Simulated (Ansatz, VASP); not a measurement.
## SrTaO2 in VASP and in Ansatz

```
Sr Ta O
1.0
     3.96548    0.00000    0.00000
     0.00000    3.96548    0.00000
     0.00000    0.00000   15.87106
Sr Ta O
4 4 8
Direct
  0.50000 0.00000 0.58269
  0.50000 0.00000 0.83046
  0.00000 0.50000 0.41731
  0.00000 0.50000 0.16954
  0.00000 0.50000 0.70406
  0.00000 0.50000 0.96838
  0.50000 0.00000 0.29594
  0.50000 0.00000 0.03162
  0.50000 0.50000 0.69964
  0.00000 0.00000 0.69964
  0.00000 0.50000 0.83008
  0.00000 0.50000 0.57193
  0.50000 0.50000 0.30036
  0.00000 0.00000 0.30036
  0.50000 0.00000 0.16992
  0.50000 0.00000 0.42807
```

Alike in both runs: task single point; functional r2SCAN; k mesh 8 × 8 × 2; occupations gaussian, width 0.1 eV; no spin polarisation.

|  | VASP | Ansatz |
| --- | --- | --- |
| version | VASP 6.6.1 | Ansatz 0.2.0 |
| potentials or method | VASP PAW PBE potentials, release 64 (Sr_sv, Ta_pv, O), cutoff 520 eV | scalar-relativistic, plane waves, PAW |
| valence electrons in the cell | 132 | 140 |

|  | VASP | Ansatz | Ansatz less VASP |
| --- | --- | --- | --- |
| gap on the k mesh at the Fermi level (eV) | none | none | - |
| pressure (GPa) | -2.5 | -3.2 | -0.71 |
| traceless stress, the component that is largest in VASP (GPa) | 0.15 | 0.05 | -0.100 |
| rms of the force components (eV/Å) | 0.078 | 0.094 | +0.0162 |

VASP's potentials were made for PBE, not for r2SCAN. Atom by atom the forces differ by 0.019 eV/Å (rms over components). A gap of «none» marks a metal or a gap that the smearing closes. VASP's potentials hold 132 valence electrons a cell and Ansatz's 140, so a difference there can come from the potentials and not from the codes.

Spin-orbit coupling is off throughout.
